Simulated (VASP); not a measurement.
# Hf2Sb3Au (P-4m2) in VASP: a series of runs

Hf2Sb3Au is run at these levels: PBE; tasks: single point, relaxation of cell and atoms.

All numbers are computed with VASP 6.6.1; they aren't measurements. Logs are shortened: lines on timing, memory, paths and dates and some standing lists are left out, and cuts for length are marked.

## (1) The cell of the first run

Symmetry: P-4m2, No. 115, tetragonal system. Conventional cell: a = 4.006 Å, b = 4.006 Å, c = 8.615 Å, α = 90.00°, β = 90.00°, γ = 90.00°. Within 4.1 Å of Au (site symmetry -4m2) lie 8 Sb at 2.83 to 3.82 Å and 4 Hf at 3.06 Å and 4 Au at 4.01 Å. Hf (site symmetry 2mm) has 7 Sb at 2.99 to 3.06 Å and 2 Au at 3.06 Å and 4 Hf at 4.01 Å within 4.1 Å. Sb (site symmetry -4m2) has 4 Au at 2.83 Å and 4 Hf at 3.06 Å and 8 Sb at 3.82 to 4.01 Å within 4.1 Å. Within 4.1 Å of Sb (site symmetry 2mm) lie 5 Hf at 2.99 to 3.05 Å and 10 Sb at 3.53 to 4.01 Å and 2 Au at 3.82 Å.

## (2) Single point, PBE

Contents of INCAR:

```
ALGO = Normal
EDIFF = 1E-6
ENCUT = 520
GGA = PE
ISIF = 2
ISMEAR = -1
LASPH = T
LCHARG = T
LELF = T
LREAL = F
LVHAR = T
LWAVE = F
NBANDS = 32
NELM = 80
PREC = Accurate
SIGMA = 0.1
```

Contents of KPOINTS:

```
k-points
0
Gamma
  5 5 2
```

Contents of POSCAR:

```
Hf2Sb3Au
1.0
    4.0058705632      0.0000000000      0.0000000000
    0.0000000000      4.0058705632      0.0000000000
    0.0000000000      0.0000000000      8.6153351056
Au Hf Sb
1 2 3
Direct
    0.0000000000      0.0000000000      0.0000000000
    0.0000000000      0.5000000000      0.7321409780
    0.5000000000      0.0000000000      0.2678590220
    0.5000000000      0.5000000000      0.0000000000
    0.0000000000      0.5000000000      0.3776391517
    0.5000000000      0.0000000000      0.6223608483
```

Potentials or basis: VASP PAW PBE potentials, release 64 (Au, Hf_pv, Sb).

Command:

```bash
$ cat potpaw_PBE.64/Au/POTCAR potpaw_PBE.64/Hf_pv/POTCAR potpaw_PBE.64/Sb/POTCAR > POTCAR
$ mpirun -np 1 vasp_std > vasp.out
```

OUTCAR:

```text
EDIFF = 1E-6
   ENCUT = 520
   GGA = PE
   ISIF = 2
   ISMEAR = -1
   LASPH = T
   LREAL = F
   NELM = 80
   PREC = Accurate

 ion  position               nearest neighbor table
   1  0.000  0.000  0.000-   4 2.83   4 2.83   4 2.83   4 2.83   3 3.06   3 3.06   2 3.06   2 3.06

   2  0.000  0.500  0.732-   6 2.99   6 2.99   6 2.99   6 2.99   5 3.05   1 3.06   4 3.06   4 3.06
                             1 3.06
   3  0.500  0.000  0.268-   5 2.99   5 2.99   5 2.99   5 2.99   6 3.05   1 3.06   1 3.06   4 3.06
                             4 3.06
   4  0.500  0.500  0.000-   1 2.83   1 2.83   1 2.83   1 2.83   3 3.06   3 3.06   2 3.06   2 3.06

   5  0.000  0.500  0.378-   3 2.99   3 2.99   3 2.99   3 2.99   2 3.05   6 3.53   6 3.53   6 3.53
                             6 3.53
   6  0.500  0.000  0.622-   2 2.99   2 2.99   2 2.99   2 2.99   3 3.05   5 3.53   5 3.53   5 3.53
                             5 3.53

  LATTYP: Found a simple tetragonal cell.
 ALAT       =     4.0058705632
 C/A-ratio  =     2.1506773546

  Lattice vectors:

 A1 = (   4.0058705632,   0.0000000000,   0.0000000000)
 A2 = (   0.0000000000,   4.0058705632,   0.0000000000)
 A3 = (   0.0000000000,   0.0000000000,   8.6153351056)

Analysis of symmetry for initial positions (statically):
=====================================================================
 Subroutine PRICEL returns:
 Original cell was already a primitive cell.

 Routine SETGRP: Setting up the symmetry group for a
 simple tetragonal supercell.

 Subroutine GETGRP returns: Found  8 space group operations
 (whereof  8 operations were pure point group operations)
 out of a pool of 16 trial point group operations.

The static configuration has the point symmetry D_2d.

Analysis of symmetry for dynamics (positions and initial velocities):
=====================================================================
 Subroutine PRICEL returns:
 Original cell was already a primitive cell.

 Routine SETGRP: Setting up the symmetry group for a
 simple tetragonal supercell.

 Subroutine GETGRP returns: Found  8 space group operations
 (whereof  8 operations were pure point group operations)
 out of a pool of 16 trial point group operations.

The dynamic configuration has the point symmetry D_2d.

 Subroutine INISYM returns: Found  8 space group operations
 (whereof  8 operations are pure point group operations),
 and found     1 'primitive' translations

----------------------------------------------------------------------------------------

                                     Primitive cell

  volume of cell :     138.2503

  direct lattice vectors                    reciprocal lattice vectors
     4.005870563  0.000000000  0.000000000     0.249633628  0.000000000  0.000000000
     0.000000000  4.005870563  0.000000000     0.000000000  0.249633628  0.000000000
     0.000000000  0.000000000  8.615335106     0.000000000  0.000000000  0.116072096

  length of vectors
     4.005870563  4.005870563  8.615335106     0.249633628  0.249633628  0.116072096

  position of ions in fractional coordinates (direct lattice)
     0.000000000  0.000000000  0.000000000
     0.000000000  0.500000000  0.732140978
     0.500000000  0.000000000  0.267859022
     0.500000000  0.500000000  0.000000000
     0.000000000  0.500000000  0.377639152
     0.500000000  0.000000000  0.622360848

  ion indices of the primitive-cell ions
   primitive index   ion index
                 1           1
                 2           2
                 3           3
                 4           4
                 5           5
                 6           6

----------------------------------------------------------------------------------------

 KPOINTS: k-points

Automatic generation of k-mesh.
 Grid dimensions read from file:
 generate k-points for:    5    5    2

 Generating k-lattice:

  Cartesian coordinates                     Fractional coordinates (reciprocal lattice)
     0.049926726  0.000000000  0.000000000     0.200000000  0.000000000  0.000000000
     0.000000000  0.049926726  0.000000000     0.000000000  0.200000000  0.000000000
     0.000000000  0.000000000  0.058036048     0.000000000  0.000000000  0.500000000

  Length of vectors
     0.049926726  0.049926726  0.058036048

  Shift w.r.t. Gamma in fractional coordinates (k-lattice)
     0.000000000  0.000000000  0.000000000

 Subroutine IBZKPT returns following result:
 ===========================================

 Found     12 irreducible k-points:

 Following reciprocal coordinates:
            Coordinates               Weight
  0.000000  0.000000  0.000000      1.000000
  0.200000  0.000000  0.000000      4.000000
  0.400000  0.000000  0.000000      4.000000
  0.200000  0.200000  0.000000      4.000000
  0.400000  0.200000  0.000000      8.000000
  0.400000  0.400000  0.000000      4.000000
  0.000000  0.000000  0.500000      1.000000
  0.200000  0.000000  0.500000      4.000000
  0.400000  0.000000  0.500000      4.000000
  0.200000  0.200000  0.500000      4.000000
  0.400000  0.200000  0.500000      8.000000
  0.400000  0.400000  0.500000      4.000000
   k-points           NKPTS =     12   k-points in BZ     NKDIM =     12   number of bands    NBANDS=     32
   number of dos      NEDOS =    301   number of ions     NIONS =      6
   total plane-waves  NPLWV =  57600
   dimension x,y,z NGX =    30 NGY =   30 NGZ =   64
   dimension x,y,z NGXF=    60 NGYF=   60 NGZF=  128
   ions per type =               1   2   3
   NGX,Y,Z   is equivalent  to a cutoff of  12.45, 12.45, 12.35 a.u.
   NGXF,Y,Z  is equivalent  to a cutoff of  24.90, 24.90, 24.70 a.u.
 SYSTEM =  unknown system
   PREC   = accura    normal or accurate (medium, high low for compatibility)
   ISTART =      0    job   : 0-new  1-cont  2-samecut
   ICHARG =      2    charge: 1-file 2-atom 10-const
   ISPIN  =      1    spin polarized calculation?
   LNONCOLLINEAR =      F non collinear calculations
   LSORBIT =      F    spin-orbit coupling
   LASPH  =      T    aspherical Exc in radial PAW
   ENCUT  =  520.0 eV  38.22 Ry    6.18 a.u.   7.45  7.45 16.02*2*pi/ulx,y,z
   NELM   =     80;   NELMIN=  2; NELMDL= -5     # of ELM steps
   EDIFF  = 0.1E-05   stopping-criterion for ELM
   LREAL  =      F    real-space projection
   EDIFFG = 0.1E-04   stopping-criterion for IOM
   NSW    =      0    number of steps for IOM
   IBRION =     -1    ionic relax: 0-MD 1-quasi-New 2-CG
   NFREE  =      0    steps in history (QN), initial steepest desc. (CG)
   ISIF   =      2    stress and relaxation
   ISYM   =      2    0-nonsym 1-usesym 2-fastsym
   POTIM  = 0.5000    time-step for ionic-motion
   TEBEG  =    0.0;   TEEND  =   0.0 temperature during run
   PSTRESS=    0.0 pullay stress
   NELECT =      46.0000    total number of electrons
   NUPDOWN=      -1.0000    fix difference up-down
   EMIN   =  10.00;   EMAX   =-10.00  energy-range for DOS
   EFERMI =   0.00;   METHOD = LEGACY
   ISMEAR =    -1;   SIGMA  =   0.10  broadening in eV -4-tet -1-fermi 0-gaus
   EFERMI_NEDOS =   21; number of points for ismear=-14 and -15
   IALGO  =     38    algorithm
   IMIX   =      4    mixing-type and parameters
     AMIX     =   0.40;   BMIX     =  1.00
     AMIX_MAG =   1.60;   BMIX_MAG =  1.00
  volume/ion in A,a.u.               =      23.04       155.49
  Fermi-wavevector in a.u.,A,eV,Ry     =   1.134415  2.143734 17.509314  1.286898
  Thomas-Fermi vector in A             =   2.271119
   LORBIT       =      0    0 simple, 1 ext, 2 COOP (PROOUT), +10 PAW based schemes
   GGA     = PE    functional components
   LHFCALC =     F    Hartree Fock is set to
   AEXX    =    0.0000 exact exchange contribution
   IVDW    =     0    specifies the selected vdW correction
   LEPSILON=     F    determine dielectric tensor
   LRPA    =     F    only Hartree local field effects (RPA)
 non-spin polarized calculation
  energy-cutoff  :      520.00
  volume of cell :      138.25
 maximum number of plane-waves:      3769
 NGX is ok and might be reduce to    30
   NGX = 15   NGY = 15   NGZ = 33

 number of electron      46.0000002 magnetization

 Free energy of the ion-electron system (eV)
  ---------------------------------------------------
  ext. energy  EPLUGINS =         0.00000000
  ---------------------------------------------------
  free energy    TOTEN  =       -38.09801700 eV

  energy without entropy =      -37.99426723  energy(sigma->0) =      -38.04614211

 E-fermi :   7.6039     XC(G=0): -10.9565

 val. band max:        7.5580041981   @ k =   0.2000   0.0000   0.0000
 cond. band min:       7.6228838605   @ k =   0.2000   0.2000   0.0000
 fundamental gap:      0.0648796624
 Fermi energy:         7.6039401059

 k-point     1 :       0.0000    0.0000    0.0000
  band No.  band energies     occupation
      1     -23.5919      2.00000
      2     -23.5811      2.00000
      3     -23.5455      2.00000
      4     -23.5455      2.00000
      5     -23.5131      2.00000
      6     -23.5131      2.00000
[... 24 lines left out ...]
     31      10.2432      0.00000
     32      12.1269      0.00000

 k-point     2 :       0.2000    0.0000    0.0000
  band No.  band energies     occupation
      1     -23.5895      2.00000
      2     -23.5807      2.00000
      3     -23.5593      2.00000
      4     -23.5436      2.00000
      5     -23.5276      2.00000
      6     -23.5113      2.00000
[... 24 lines left out ...]
     31      11.6425      0.00000
     32      11.8310      0.00000
[... 313 lines left out ...]
     31      11.4745      0.00000
     32      12.0984      0.00000

 k-point    12 :       0.4000    0.4000    0.5000
  band No.  band energies     occupation
      1     -23.5793      2.00000
      2     -23.5782      2.00000
      3     -23.5754      2.00000
      4     -23.5751      2.00000
      5     -23.5455      2.00000
      6     -23.5446      2.00000
[... 24 lines left out ...]
     31      10.9659      0.00000
     32      11.0538      0.00000

------------------------ aborting loop because EDIFF is reached ----------------------------------------

  FORCE on cell =-STRESS in cart. coord.  units (eV):
  Direction    XX          YY          ZZ          XY          YZ          ZX
  --------------------------------------------------------------------------------------
  -------------------------------------------------------------------------------------
  Total       -0.2602727     -0.2602727     -0.2889433      0.0000000      0.0000000      0.0000000
  in kB       -3.0162910     -3.0162910     -3.3485531      0.0000000      0.0000000      0.0000000
  external PRESSURE =      -3.1270451 kB  Pullay stress =       0.0000000 kB

 VOLUME and BASIS-vectors are now :
 -----------------------------------------------------------------------------
  energy-cutoff  :      520.00
  volume of cell :      138.25
      direct lattice vectors                 reciprocal lattice vectors
     4.005870563  0.000000000  0.000000000     0.249633628  0.000000000  0.000000000
     0.000000000  4.005870563  0.000000000     0.000000000  0.249633628  0.000000000
     0.000000000  0.000000000  8.615335106     0.000000000  0.000000000  0.116072096

 POSITION                                       TOTAL-FORCE (eV/Angst)
 -----------------------------------------------------------------------------------
      0.00000      0.00000      0.00000         0.000000     -0.000000      0.000000
      0.00000      2.00294      6.30764         0.000000     -0.000000      0.021738
      2.00294      0.00000      2.30770         0.000000     -0.000000     -0.021738
      2.00294      2.00294      0.00000         0.000000      0.000000      0.000000
      0.00000      2.00294      3.25349         0.000000      0.000000     -0.000992
      2.00294      0.00000      5.36185         0.000000     -0.000000      0.000992
 -----------------------------------------------------------------------------------
    total drift:                               -0.000000     -0.000000      0.000000

  FREE ENERGIE OF THE ION-ELECTRON SYSTEM (eV)
  ---------------------------------------------------
  free  energy   TOTEN  =       -38.0980170019 eV

  energy  without entropy=      -37.9942672255  energy(sigma->0) =      -38.04614211
```

Run time: 31 s. Hardware: 1 thread of Intel Xeon 6975P-C (Granite Rapids), shared host; peak memory 0.25 GiB.

What came out:

- Free energy: -38.0980 eV
- Pressure: -0.3 GPa
- Largest force: 0.022 eV/Å
- Band gap on the k mesh: zero (bands 23 and 24 overlap by 2.08 eV)

Forces in eV/Å, atoms in the order of the input:
```
Au   0.000  0.000  0.000
Hf   0.000  0.000  0.022
Hf   0.000  0.000 -0.022
Sb   0.000  0.000  0.000
Sb   0.000  0.000 -0.001
Sb   0.000  0.000  0.001
```

Levels at points of the mesh, in eV from the Fermi level:
```tsv
k point	band 20	band 21	band 22	band 23	band 24	band 25	band 26	band 27
(0.00, 0.00, 0.00)	-1.30	-1.30	-0.94	0.85	0.85	1.05	1.49	1.77
(0.00, 0.00, 0.50)	-1.42	-1.42	-0.63	-0.49	0.94	0.94	1.69	1.85
```

Caveat: the k points lie up to 0.36 Å⁻¹ apart, too coarse for converged energies and pressures of a metal; spin-orbit coupling is left out, which moves the levels of the heavy elements.

## (3) Single point, PBE

Contents of INCAR:

```
SYSTEM = Hf2Sb3Au
PREC = Accurate
ENCUT = 520
EDIFF = 1E-7
ISMEAR = -1
SIGMA = 0.1
LREAL = .False.
LASPH = .True.
NELM = 100
ALGO = Normal
ISIF = 2
LWAVE = .False.
LCHARG = .True.
GGA = PE
LELF = .True.
LVHAR = .True.
NBANDS = 32
```

Contents of KPOINTS:

```
Automatic mesh
0
Gamma
  5 5 2
  0 0 0
```

POSCAR is that of step 2.

Potentials or basis: VASP PAW PBE potentials, release 64 (Au, Hf_pv, Sb).

Command:

```bash
$ cat potpaw_PBE.64/Au/POTCAR potpaw_PBE.64/Hf_pv/POTCAR potpaw_PBE.64/Sb/POTCAR > POTCAR
$ mpirun -np 1 vasp_std > vasp.out
```

Run time: 30 s. Hardware: 1 thread of Intel Xeon 6975P-C (Granite Rapids), shared host; peak memory 0.25 GiB.

It converged, with:

```yaml
Free_energy: -38.0980 eV
Pressure: -0.3 GPa
Largest_force: 0.022 eV/Å
Band_gap_on_the_k_mesh: zero (bands 23 and 24 overlap by 2.08 eV)
```

Forces in eV/Å, atoms in the order of the input:
```
Au   0.000  0.000  0.000
Hf   0.000  0.000  0.022
Hf   0.000  0.000 -0.022
Sb   0.000  0.000  0.000
Sb   0.000  0.000 -0.001
Sb   0.000  0.000  0.001
```

Levels at points of the mesh, in eV from the Fermi level:
```tsv
k point	band 20	band 21	band 22	band 23	band 24	band 25	band 26	band 27
(0.00, 0.00, 0.00)	-1.30	-1.30	-0.94	0.85	0.85	1.05	1.49	1.77
(0.00, 0.00, 0.50)	-1.42	-1.42	-0.63	-0.49	0.94	0.94	1.69	1.85
```

Caveat: the k points lie up to 0.36 Å⁻¹ apart, too coarse for converged energies and pressures of a metal; spin-orbit coupling is left out, which moves the levels of the heavy elements.

(Continued in part 2 of 2.)
